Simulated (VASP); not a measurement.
Set up this calculation in VASP 6.6.1, as the native input.

- Task: single point
- Functional: PBEsol
- Potentials or basis: VASP PAW PBE potentials, release 64 (Ag, B)
- Cutoff: 520 eV
- k mesh: 16 × 16 × 13
- Occupations: fermi-dirac, width 0.05 eV
- Spin: no spin polarisation
- Dipole correction: no
- Further INCAR settings: ALGO = Normal; EDIFF = 1e-06; NBANDS = 16

The structure of AgB2 lies in POSCAR:

```
AgB2
1.0
    3.0000016405      0.0150000082      0.0150000082
   -1.4870104321      2.5905776280      0.0054903841
    0.0162000000      0.0162000000      3.2400000000
Ag B
1 2
Direct
    0.0000000000      0.0000000000      0.0000000000
    0.3333333333      0.6666666667      0.5000000000
    0.6666666667      0.3333333333      0.5000000000
```

This cell differs from its parent crystal: equal xy, yz and zx shear strains of +1 %.

One way to write it, as run:

INCAR

```
PREC = Accurate
ENCUT = 520
EDIFF = 1E-6
ISMEAR = -1
SIGMA = 0.05
LREAL = False
LASPH = True
NELM = 60
ALGO = Normal
ISIF = 2
LWAVE = False
LCHARG = False
GGA = PS
NBANDS = 16
```

KPOINTS

```
regular mesh
0
Gamma
  16 16 13
```

Potentials or basis: VASP PAW PBE potentials, release 64 (Ag, B).

The run is started by

```console
$ cat potpaw_PBE.64/Ag/POTCAR potpaw_PBE.64/B/POTCAR > POTCAR
$ mpirun -np 1 vasp_std > vasp.out
```

Results of the run:

```json
{
 "Pressure": "46.9 GPa",
 "Largest force": "0.084 eV/Å",
 "Band gap on the k mesh": "zero (an odd number of electrons rules out a gap without spin polarisation)"
}
```

Caveat: the cell differs from its parent crystal (equal xy, yz and zx shear strains of +1 %); the cell stands under pressure; the PAW data sets were made with another functional, which shifts forces and pressure a little.

Run time: 6.5 min on 1 thread of Intel Xeon 8259CL, on a shared host, peak memory 0.71 GiB.
